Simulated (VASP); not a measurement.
The system is Ba4Er.

```
Ba Er
1.0
     5.83133    0.00000    0.00000
    -2.91567    5.05008    0.00000
     0.00000    0.00000    6.70161
Ba Er
4 1
Direct
  0.48123 0.00000 0.46162
  0.00000 0.48123 0.46162
  0.51877 0.51877 0.46162
  0.00000 0.00000 0.10865
  0.00000 0.00000 0.50584
```

The cell was generated, and may not be a known phase.

| Property | Result |
| --- | --- |
| Program | VASP 6.6.1 |
| Task | relaxation of cell and atoms |
| Functional | PBE |
| Potentials or basis | VASP PAW PBE potentials, release 64 (Ba_sv, Er_3), 4f in core |
| Cutoff | 500 eV |
| k mesh | 3 × 3 × 3 |
| Occupations | gaussian, width 0.2 eV |
| Spin | no spin polarisation |

At the start: pressure 18.0 GPa; volume 39.47 Å³/atom.

Q: How do energy, volume and symmetry change on relaxing?

A: Over 21 steps the energy falls by 1545.9 meV/atom and the volume is 76.71 Å³/atom (+94.3 %); space group P31m (No. 157, to 0.1 Å) before, P6mm (No. 183, to 0.1 Å).

Step by step:
| step | energy change (eV) | largest force (eV/Å) | pressure (GPa) | volume (Å³) |
| --- | --- | --- | --- | --- |
| 1 | 0.0000 | 4.0331 | 18.03 | 197.35 |
| 2 | -7.2535 | 0.8460 | 1.14 | 349.74 |
| 3 | -7.4781 | 0.5774 | 0.46 | 377.36 |
| 4 | -7.5360 | 0.1446 | -0.52 | 436.52 |
| 5 | -7.5698 | 0.2851 | -0.21 | 414.23 |
| 6 | -7.5690 | 0.3227 | -0.13 | 408.92 |
| 7 | -7.6013 | 0.3350 | -0.10 | 403.19 |
| 8 | -7.6512 | 0.3356 | 0.00 | 387.57 |
| 9 | -7.6537 | 0.3219 | 0.04 | 382.39 |
| 10 | -7.6649 | 0.1675 | 0.02 | 382.07 |
| 11 | -7.6693 | 0.2261 | 0.01 | 381.72 |
| 12 | -7.6778 | 0.2056 | 0.02 | 382.16 |
| 13 | -7.6944 | 0.1398 | 0.05 | 383.41 |
| 14 | -7.6861 | 0.0745 | 0.11 | 385.64 |
| 15 | -7.6983 | 0.0906 | 0.07 | 384.21 |
| 16 | -7.7040 | 0.0638 | 0.04 | 385.87 |
| 17 | -7.7152 | 0.0996 | -0.05 | 390.85 |
| 18 | -7.7123 | 0.1928 | -0.23 | 400.90 |
| 19 | -7.7179 | 0.1363 | -0.12 | 394.98 |
| 20 | -7.7234 | 0.1154 | -0.08 | 391.54 |
| 21 | -7.7294 | 0.0574 | 0.01 | 383.55 |

Final structure:
```
Ba Er
1.0
     8.05048    0.00000    0.00000
    -4.02524    6.97192    0.00000
     0.00000    0.00000    6.83363
Ba Er
4 1
Direct
  0.49753 0.00000 0.49247
  0.00000 0.49753 0.49247
  0.50247 0.50247 0.49247
  0.00000 0.00000 0.01272
  0.00000 0.00000 0.50923
```

Caveat: the k points lie up to 0.31 Å⁻¹ apart in the final cell, too coarse for converged energies and pressures of a metal; the volume moved by over 15 % at a fixed basis, so the end points are rough; the relaxation stopped at a loose force limit of 0.08 eV/Å, so its end isn't a converged minimum.
